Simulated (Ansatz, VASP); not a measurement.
**CdSe: VASP beside Ansatz**

File INCAR:

```
SYSTEM = CdSe
PREC = Accurate ; ENCUT = 520
EDIFF = 1E-8 ; ISMEAR = -1
SIGMA = 0.03 ; LREAL = .False.
LASPH = .True. ; NELM = 60
ALGO = Normal ; ISIF = 2
LWAVE = .False. ; LCHARG = .False.
GGA = PE ; LEFG = .True.
NBANDS = 16
```

KPOINTS

```
regular mesh
0
Gamma
  8 8 8
  0 0 0
```

Contents of POSCAR:

```
CdSe
1.0
    0.0000000000      3.0702711986      3.1009739106
    3.0702711986      0.0000000000      3.1009739106
    3.0702711986      3.0702711986      0.0000000000
Cd Se
1 1
Direct
    0.0000000000      0.0000000000      0.0000000000
    0.2500000000      0.2500000000      0.2500000000
```

Input for Ansatz:

```yaml
crystal:
  lattice:
    - [0.0, 3.0702711986, 3.1009739106]
    - [3.0702711986, 0.0, 3.1009739106]
    - [3.0702711986, 3.0702711986, 0.0]
  atoms:
    - { symbol: Cd, position: [0.0, 0.0, 0.0] }
    - { symbol: Se, position: [0.25, 0.25, 0.25] }
kpoints:
  mp_grid: { grid: [8, 8, 8] }
scf:
  occupations: { method: fermi_dirac, width: 0.03 }
hamiltonian:
  xc: pbe
  pseudopotentials: { kind: paw }
output:
  forces: true
  stress: true
  eigenvalues: true
  efg: { contact_densities: true }
```

Change from the starting cell: zz strain of +1 %, PAW files.

Alike in both runs: task electric field gradients; functional PBE; k mesh 8 × 8 × 8; occupations fermi-dirac, width 0.03 eV; no spin polarisation.

```csv
,VASP,Ansatz
version,VASP 6.6.1,Ansatz 0.2.0
potentials or method,"VASP PAW PBE potentials, release 64 (Cd, Se)","PAW with Ansatz's default frozen-core files, scalar-relativistic"
plane-wave cutoff (eV),520,420
valence electrons in the cell,18,36
```

Ansatz gave:

* pressure (GPa): 0.8
* traceless stress, the component that is largest in VASP (GPa): -0.11
* size of Vzz on the site where it differs most (V/Å²): 2.9

Question: Estimate VASP's values.

Answer: Pressure (GPa): 1.1; traceless stress, the component that is largest in VASP (GPa): -0.11; size of Vzz on the site where it differs most (V/Å²): 2.8.

With one functional, cell and mesh, what is left measures potentials, basis and numerics. VASP's potentials hold 18 valence electrons a cell and Ansatz's 36, so a difference there can come from the potentials and not from the codes.
